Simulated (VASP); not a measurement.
Wanted: the native input for a VASP 6.6.1 run.

| Quantity | Value |
| --- | --- |
| Task | single point |
| Functional | PBEsol |
| Potentials or basis | VASP PAW PBE potentials, release 64 (W_sv, C_h) |
| Cutoff | 1300 eV |
| k mesh | 6 × 6 × 6 |
| Occupations | gaussian, width 0.15 eV |
| Spin | no spin polarisation |
| Dipole correction | no |
| Further INCAR settings | ALGO = Normal; EDIFF = 1e-06; NBANDS = 16 |

The structure of WC lies in POSCAR:

```
WC
1.0
    2.9005014360      0.0000000000      0.0000000000
   -1.4502507180      2.5119079273      0.0000000000
    0.0000000000      0.0000000000      2.8290000000
W C
1 1
Direct
   -0.0865212091     -0.0633379210      0.0000000000
    0.6666666667      0.3333333333      0.5000000000
```

This cell differs from its parent crystal: atom 1 (W) moved by (-0.225, +0.000) A along [1 1 0] and z.

One way to write it, as run:

INCAR

```
SYSTEM = WC
PREC = Accurate
ENCUT = 1300
EDIFF = 1E-6
ISMEAR = 0
SIGMA = 0.15
LREAL = .FALSE.
LASPH = .TRUE.
NELM = 120
ALGO = Normal
ISIF = 2
LWAVE = .FALSE.
LCHARG = .FALSE.
GGA = PS
NBANDS = 16
GGA_COMPAT = .FALSE.
```

KPOINTS

```
regular mesh
0
G
  6 6 6
  0 0 0
```

Potentials or basis: VASP PAW PBE potentials, release 64 (W_sv, C_h).

Run with:

```console
$ cat potpaw_PBE.64/W_sv/POTCAR potpaw_PBE.64/C_h/POTCAR > POTCAR
$ mpirun -np 1 vasp_std > vasp.out
```

It gave:

The pressure is 7.8 GPa and the largest force is 3.074 eV/Å. The band gap on the k mesh is zero (bands 9 and 10 overlap by 1.62 eV).

Caveat: the k points lie up to 0.42 Å⁻¹ apart, too coarse for converged energies and pressures of a metal; the cell differs from its parent crystal (atom 1 (W) moved by (-0.225, +0.000) A along [1 1 0] and z); the PAW data sets were made with another functional, which shifts forces and pressure a little; spin-orbit coupling is left out, which moves the levels of the heavy elements.

Run time: 54 s on 1 thread of Intel(R) Xeon(R) Platinum 8259CL CPU @ 2.50GHz (Skylake/Cascade Lake), on a shared host, peak memory 0.28 GiB.
